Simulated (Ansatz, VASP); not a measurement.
# Two plane-wave programs on Mg2O

```xyz
6
Lattice="5.2123 0.0000 0.0000 0.0000 5.2123 0.0000 0.0000 0.0000 3.1569" Properties=species:S:1:pos:R:3 pbc="T T T"
Mg    1.0814    1.0814    1.0496
Mg    4.1308    4.1308    1.0496
Mg    3.6876    1.5247    2.6280
Mg    1.5247    3.6876    2.6280
O     2.6061    2.6061    1.0460
O     0.0000    0.0000    2.6244
```

Alike in both runs: functional PBE; k mesh 4 × 4 × 4; occupations gaussian, width 0.1 eV; no spin polarisation.

Ansatz relaxed the structure, and its values are those at the end. VASP's run is a single point on that final structure, the one shown.

```csv
,VASP,Ansatz
version,VASP 6.6.1,Ansatz 0.2.0
potentials or method,"VASP PAW PBE potentials, release 64 (Mg, O), cutoff 520 eV","scalar-relativistic, plane waves, PAW"
valence electrons in the cell,20,52
```

```csv
,VASP,Ansatz,Ansatz less VASP
gap on the k mesh at the Fermi level (eV),none,none,-
pressure (GPa),-0.2,0.2,+0.41
rms of the force components (eV/Å),0.005,0.004,-0.0010
```

A gap of «none» marks a metal or a gap that the smearing closes. The functional is the same, so the differences come from potentials, cutoffs and numerics. VASP's potentials hold 20 valence electrons a cell and Ansatz's 52, so a difference there can come from the potentials and not from the codes.

The k mesh is coarse, so the values compare programs but aren't converged.
